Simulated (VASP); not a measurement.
Runs of VASP 6.6.1 on BeCd3S4. The structure is that of space group P-43m (No. 215), or close to it. The cells are those of the table. 

```csv
level,cell,gap on the mesh (eV),pressure (GPa),largest force (eV/Å)
PBE,"a = 5.593 Å, 8 atoms",1.75,2.4,0.07
PBE,"a = 5.616 Å, 8 atoms",(c),1.5,0.15
r2SCAN,"a = 5.559 Å, 8 atoms",2.29,2.6,0.08
r2SCAN,"a = 5.616 Å, 8 atoms",2.18,0.3,(b)
PBE,"a = 5.761 Å, 8 atoms",1.47,-2.9,(a)
```

Alike in all rows: task single point; potentials or basis VASP PAW PBE potentials, release 64 (Be, S, Cd); no spin polarisation; k mesh 4 × 4 × 4; cutoff (eV) 520; smearing gaussian 0.01 eV.

Fill in the values left out.

(a) 0.02; (b) 0.03; (c) 1.74.

Caveats: the PAW data sets were made with another functional, which shifts forces and pressure a little (some runs).

A k mesh can miss the band edges, and the runs leave out spin-orbit coupling on Cd.
